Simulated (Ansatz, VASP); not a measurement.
# CuO in VASP and in Ansatz

The input INCAR:

```
SYSTEM = CuO
PREC = Accurate
ENCUT = 520
EDIFF = 1E-6
ISMEAR = -1
SIGMA = 0.05
LREAL = .False.
LASPH = .True.
NELM = 100
ALGO = Normal
ISIF = 2
LWAVE = .False.
LCHARG = .True.
GGA = RE
LELF = .True.
LVHAR = .True.
NBANDS = 25
```

Contents of KPOINTS:

```
Automatic mesh
0
Gamma
  10 10 5
  0 0 0
```

Contents of POSCAR:

```
CuO
1.0
    2.3418500000     -1.7113000000      0.0000000000
    2.3418500000      1.7113000000      0.0000000000
   -0.8500274268      0.0000000000      5.0578693947
Cu O
2 2
Direct
    0.5000000000      0.0000000000      0.5000000000
    0.0000000000      0.5000000000      0.0000000000
    0.4184000000      0.5816000000      0.7500000000
    0.5816000000      0.4184000000      0.2500000000
```

The input input.yaml:

```yaml
crystal:
  lattice:
    - [2.34185, -1.7113, 0.0]
    - [2.34185, 1.7113, 0.0]
    - [-0.8500274268, 0.0, 5.0578693947]
  atoms:
    - { symbol: Cu, position: [0.5, 0.0, 0.5] }
    - { symbol: Cu, position: [0.0, 0.5, 0.0] }
    - { symbol: O, position: [0.4184, 0.5816, 0.75] }
    - { symbol: O, position: [0.5816, 0.4184, 0.25] }
hamiltonian:
  xc: revpbe
  pseudopotentials: { kind: paw }
kpoints:
  mp_grid: { grid: [10, 10, 5] }
  band_path:
    path:
      - [[0.0, 0.0, 0.0], [-0.5, -0.5, 0.0], [-0.5247847702, -0.5247847702, 0.3275098836], [-0.5, -0.5, 0.5], [-0.6335075857, -0.3664924143, 0.5]]
      - [[-0.3664924143, 0.3664924143, 0.5], [0.0, 0.0, 0.5], [-0.4752152298, -0.4752152298, 0.6724901164]]
      - [[-0.5, -0.5, 0.0], [-0.612731633, -0.387268367, 0.0]]
      - [[-0.387268367, 0.387268367, 0.0], [0.0, 0.0, 0.0], [-0.5, 0.0, 0.0]]
      - [[-0.5, 0.0, 0.5], [0.0, 0.0, 0.0]]
    npoints: 14
scf:
  occupations: { method: fermi_dirac, width: 0.05 }
  n_extra_bands: 10
output:
  forces: true
  stress: true
  eigenvalues: true
  fatbands: false
```

Alike in both runs: functional revPBE; k mesh 10 × 10 × 5; occupations fermi-dirac, width 0.05 eV; no spin polarisation.

```csv
,VASP,Ansatz
version,VASP 6.6.1,Ansatz 0.2.0
potentials or method,"VASP PAW PBE potentials, release 64 (Cu, O)",Ansatz PAW
plane-wave cutoff (eV),520,420
valence electrons in the cell,34,50
task,single point,band structure
```

|  | VASP | Ansatz | Ansatz less VASP |
| --- | --- | --- | --- |
| gap on the k mesh at the Fermi level (eV) | none | none | - |
| pressure (GPa) | 10.6 | 9.8 | -0.78 |
| traceless stress, the component that is largest in VASP (GPa) | -1.56 | -1.48 | +0.075 |
| rms of the force components (eV/Å) | 0.068 | 0.086 | +0.0179 |

VASP's potentials were made for PBE, not for revPBE. Atom by atom the forces differ by 0.018 eV/Å (rms over components). A gap of «none» marks a metal or a gap that the smearing closes. VASP's potentials hold 34 valence electrons a cell and Ansatz's 50, so a difference there can come from the potentials and not from the codes.
